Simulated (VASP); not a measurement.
# NiO2: single point with r2SCAN

NiO2, a slab with vacuum:

```
CELL_PARAMETERS angstrom
2.81117 0.00000 0.00000
-1.40559 2.43454 0.00000
0.00000 0.00000 29.76633
ATOMIC_POSITIONS crystal
O 0.99663 0.99327 0.46823
O 0.66330 0.32659 0.53177
Ni 0.32997 0.65993 0.50000
```

```
Program             : VASP 6.6.1
Task                : single point
Functional          : r2SCAN
Potentials or basis : VASP PAW PBE potentials, release 64 (O, Ni_sv_GW)
Cutoff              : 580 eV
k mesh              : 12 × 12 × 1
Occupations         : gaussian, width 0.02 eV
Spin                : no spin polarisation
```

The largest force is 0.363 eV/Å and the band gap on the k mesh is 1.76 eV (least direct gap 1.97 eV).

Forces on the atoms (eV/Å):
```
O    0.000  0.000  0.363
O    0.000  0.000 -0.363
Ni   0.000  0.000  0.000
```

Levels at points of the mesh, in eV from the valence-band top:
| k point | band 11 | band 12 | band 13 | band 14 | band 15 | band 16 | band 17 | band 18 | band 19 | band 20 |
| --- | --- | --- | --- | --- | --- | --- | --- | --- | --- | --- |
| (0.00, 0.00, 0.00) | -2.04 | -0.94 | -0.65 | -0.65 | -0.11 | 2.87 | 2.87 | 8.46 | 8.84 | 8.90 |
| (0.50, 0.00, 0.00) | -2.33 | -1.76 | -1.53 | -1.40 | -0.92 | 2.18 | 2.78 | 13.49 | 14.08 | 14.60 |

It took 11 min on 1 thread of Intel(R) Xeon(R) Platinum 8259CL CPU @ 2.50GHz (Skylake/Cascade Lake), with other jobs on the host, peak memory 0.47 GiB.

Caveat: the PAW data sets were made with another functional, which shifts forces and pressure a little; the run has no spin polarisation, though such a crystal can be magnetic. Spin polarisation is off, so any magnetic state and its effect on volume and gap are missing.
